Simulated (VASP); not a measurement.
K3I2Br, 6 atoms in the cell. It takes space group P-3m1 (No. 164, trigonal). The conventional cell has a = 4.947 Å, b = 4.947 Å, c = 10.643 Å, α = 90.00°, β = 90.00°, γ = 120.00°. Within 4.5 Å of K (site symmetry -3m) lie 6 I at 3.42 Å. Within 4.3 Å of K (site symmetry 3m) lie 3 Br at 3.26 Å and 3 I at 3.41 Å and 3 K at 4.26 Å. Within 4.5 Å of I (site symmetry 3m) lie 6 K at 3.41 to 3.42 Å and 3 Br at 4.48 Å. Within 4.3 Å of Br (site symmetry -3m) lie 6 K at 3.26 Å. 

| Quantity | Value |
| --- | --- |
| Program | VASP 6.6.1 |
| Task | single point |
| Functional | LDA |
| Potentials or basis | VASP PAW LDA potentials, release 64 (K_sv, I, Br) |
| Cutoff | 520 eV |
| k mesh | 6 × 6 × 2 |
| Occupations | gaussian, width 0.05 eV |
| Spin | no spin polarisation |
| Dipole correction | no |
| Further INCAR settings | ALGO = Normal; EDIFF = 1e-07; NBANDS = 33 |

Potentials or basis: VASP PAW LDA potentials, release 64 (K_sv, I, Br).

Command:

```sh
$ cat potpaw_LDA.64/K_sv/POTCAR potpaw_LDA.64/I/POTCAR potpaw_LDA.64/Br/POTCAR > POTCAR
$ mpirun -np 1 vasp_std > vasp.out
```

Hardware: 1 thread of Intel(R) Xeon(R) 6975P-C (Granite Rapids), with other jobs on the host.

Problem. Estimate the wall time of this run.

Solution. Wall time 61 s on 1 thread of Intel(R) Xeon(R) 6975P-C (Granite Rapids), with other jobs on the host, peak memory 0.32 GiB. Counts: scf iterations 14, k points 14.
